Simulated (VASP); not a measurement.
## As: single point with PBE

As, a slab with vacuum:

```xyz
2
Lattice="3.4970 0.0000 0.0000 -1.7485 3.0285 0.0000 0.0000 0.0000 28.0000" Properties=species:S:1:pos:R:3 pbc="T T T"
As    0.0000    2.0190   14.1490
As    1.7485    1.0095   13.8510
```

```
Program                : VASP 6.6.1
Task                   : single point
Functional             : PBE
Potentials or basis    : VASP PAW PBE potentials, release 64 (As)
Cutoff                 : 520 eV
k mesh                 : 9 × 9 × 1
Occupations            : gaussian, width 0.02 eV
Spin                   : no spin polarisation
Dipole correction      : yes
Further INCAR settings : ALGO = Normal; EDIFF = 1e-06; NBANDS = 12
```

The largest force is 3.854 eV/Å and the band gap on the k mesh is zero (bands 5 and 6 overlap by 1.76 eV).

Forces on the atoms (eV/Å):
```
As   0.000  0.000  3.854
As   0.000  0.000 -3.854
```

Levels at points of the mesh, in eV from the Fermi level:
```csv
k point,band 1,band 2,band 3,band 4,band 5,band 6,band 7,band 8,band 9,band 10
"(0.00, 0.00, 0.00)",-18.20,-6.69,-4.75,-4.75,-1.26,1.42,1.42,1.52,3.32,3.66
```

Wall time 98 s on 1 thread of Intel(R) Xeon(R) Platinum 8259CL CPU @ 2.50GHz (Skylake/Cascade Lake) (shared host), peak memory 0.39 GiB.
